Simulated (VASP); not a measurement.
Crystal: Si2Mo.

```
CELL_PARAMETERS angstrom
-1.60000 1.60000 3.93050
1.60000 -1.60000 3.93050
1.60000 1.60000 -3.93050
ATOMIC_POSITIONS crystal
Mo 0.00000 0.00000 0.00000
Si 0.66700 0.66700 0.00000
Si 0.33300 0.33300 0.00000
```

| Item | Value |
| --- | --- |
| Program | VASP 6.6.1 |
| Task | relaxation of cell and atoms |
| Functional | revPBE |
| Dispersion | D3(BJ) |
| Potentials or basis | VASP PAW PBE potentials, release 64 (Mo_sv, Si) |
| Cutoff | 600 eV |
| k mesh | 12 × 12 × 12 |
| Occupations | fermi-dirac, width 0.05 eV |
| Spin | no spin polarisation |

At the start: pressure -9.6 GPa; volume 13.42 Å³/atom.

Question: Where does the relaxation end?

Answer: Over 7 steps the energy falls by 19.2 meV/atom and the volume is 12.83 Å³/atom (-4.3 %); space group I4/mmm (No. 139, to 0.05 Å).

The path:
```csv
step,energy change (eV),largest force (eV/Å),pressure (GPa),volume (Å³)
1,0.0000,0.2632,-9.65,40.25
2,0.1169,0.2622,21.15,35.72
3,-0.0568,0.1028,-0.18,38.52
4,-0.0568,0.0989,0.05,38.49
5,-0.0574,0.0059,0.04,38.49
6,-0.0574,0.0198,0.04,38.49
7,-0.0575,0.0019,-0.01,38.50
```

Final structure:
```
Mo Si
1.0
    -1.57643    1.57643    3.87325
     1.57643   -1.57643    3.87325
     1.57643    1.57643   -3.87325
Mo Si
1 2
Direct
  0.00000 0.00000 0.00000
  0.66583 0.66583 0.00000
  0.33417 0.33417 0.00000
```

Caveat: the PAW data sets were made with another functional, which shifts forces and pressure a little; pairwise dispersion overbinds metals, which lowers pressure and volume.
